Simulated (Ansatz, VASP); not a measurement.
## Two plane-wave programs on SrO2F

INCAR

```
PREC = Accurate ; ENCUT = 520
EDIFF = 1E-6 ; ISMEAR = 1
SIGMA = 0.026 ; LREAL = F
LASPH = T ; NELM = 60
ALGO = Normal ; ISIF = 2
LWAVE = F ; LCHARG = F
GGA = RP ; NBANDS = 39
```

KPOINTS

```
regular mesh
0
Gamma
  5 5 3
```

POSCAR

```
SrO2F
1.0
    3.9414920000      0.0000000000      0.0000000000
    1.9707460000     -5.7534890000      0.0000000000
    0.0000000000      0.0000000000     -5.7519720000
Sr F O
2 2 4
Direct
    0.3120000000      0.3760000000      0.7500000000
    0.6880000000      0.6240000000      0.2500000000
    0.9840000000      0.0320000000      0.7500000000
    0.0160000000      0.9680000000      0.2500000000
    0.1180000000      0.7640000000      0.0000000000
    0.8820000000      0.2360000000      0.5000000000
    0.8820000000      0.2360000000      0.0000000000
    0.1180000000      0.7640000000      0.5000000000
```

Input for Ansatz:

```yaml
crystal:
  lattice:
    - [3.941492, 0.0, 0.0]
    - [1.970746, -5.753489, 0.0]
    - [0.0, 0.0, -5.751972]
  atoms:
    - { symbol: Sr, position: [0.312, 0.376, 0.75] }
    - { symbol: Sr, position: [0.688, 0.624, 0.25] }
    - { symbol: F, position: [0.984, 0.032, 0.75] }
    - { symbol: F, position: [0.016, 0.968, 0.25] }
    - { symbol: O, position: [0.118, 0.764, 0.0] }
    - { symbol: O, position: [0.882, 0.236, 0.5] }
    - { symbol: O, position: [0.882, 0.236, 0.0] }
    - { symbol: O, position: [0.118, 0.764, 0.5] }
  symmetry: { tolerance: 0.0003 }
kpoints:
  mp_grid: { grid: [5, 5, 3], shift: [0, 0, 0] }
magnetization:
  spin_polarized: false
scf:
  occupations: { method: methfessel_paxton, width: 0.026 }
  eigensolver: { kind: davidson }
hamiltonian:
  pseudopotentials: { kind: paw }
  xc: rpbe
basis:
  ecutwfc: "500 eV"
output:
  forces: true
  stress: true
  eigenvalues: true
  write_density: true
  write_potential: true
  elf: true
  volumetric_format: npy
```

Alike in both runs: task single point; functional RPBE; k mesh 5 × 5 × 3; occupations methfessel-paxton of order 1, width 0.026 eV; no spin polarisation.

|  | VASP | Ansatz |
| --- | --- | --- |
| version | VASP 6.6.1 | Ansatz 0.2.0 |
| potentials or method | VASP PAW PBE potentials, release 64 (Sr_sv, F, O), cutoff 520 eV | PAW plane waves |
| valence electrons in the cell | 58 | 58 |

VASP gave:

| Quantity | Value |
| --- | --- |
| gap on the k mesh at the Fermi level (eV) | none |
| pressure (GPa) | 5.0 |
| traceless stress, the component that is largest in VASP (GPa) | 4.65 |
| rms of the force components (eV/Å) | 0.808 |

Task: Estimate Ansatz's values.

Result: gap on the k mesh at the Fermi level (eV): none; pressure (GPa): 4.9; traceless stress, the component that is largest in VASP (GPa): 4.65; rms of the force components (eV/Å): 0.812.

VASP's potentials were made for PBE, not for RPBE. Atom by atom the forces differ by 0.025 eV/Å (rms over components). A gap of «none» marks a metal or a gap that the smearing closes. The functional is the same, so the differences come from potentials, cutoffs and numerics.

The k mesh is coarse, so the values compare programs but aren't converged.
